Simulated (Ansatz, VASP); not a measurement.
**Two plane-wave programs on Fe**

```xyz
1
Lattice="2.3181 0.0000 0.0000 0.0000 2.3181 0.0000 0.0000 0.0000 2.3181" Properties=species:S:1:pos:R:3 pbc="T T T"
Fe    0.0000    0.0000    0.0000
```

Alike in both runs: task single point; functional RPBE; k mesh 15 × 15 × 15; occupations fermi-dirac, width 0.1 eV; no spin polarisation.

```csv
,VASP,Ansatz
version,VASP 6.6.1,Ansatz 0.2.0
potentials or method,"VASP PAW PBE potentials, release 64 (Fe), cutoff 520 eV","plane waves (420 eV) with PAW, scalar-relativistic"
valence electrons in the cell,8,16
```

Ansatz gave:

```
pressure (GPa) : -6.8
```

What did VASP give for the same quantities?

Pressure (GPa): -7.4.

VASP's potentials were made for PBE, not for RPBE. The functional is the same, so the differences come from potentials, cutoffs and numerics. VASP's potentials hold 8 valence electrons a cell and Ansatz's 16, so a difference there can come from the potentials and not from the codes.
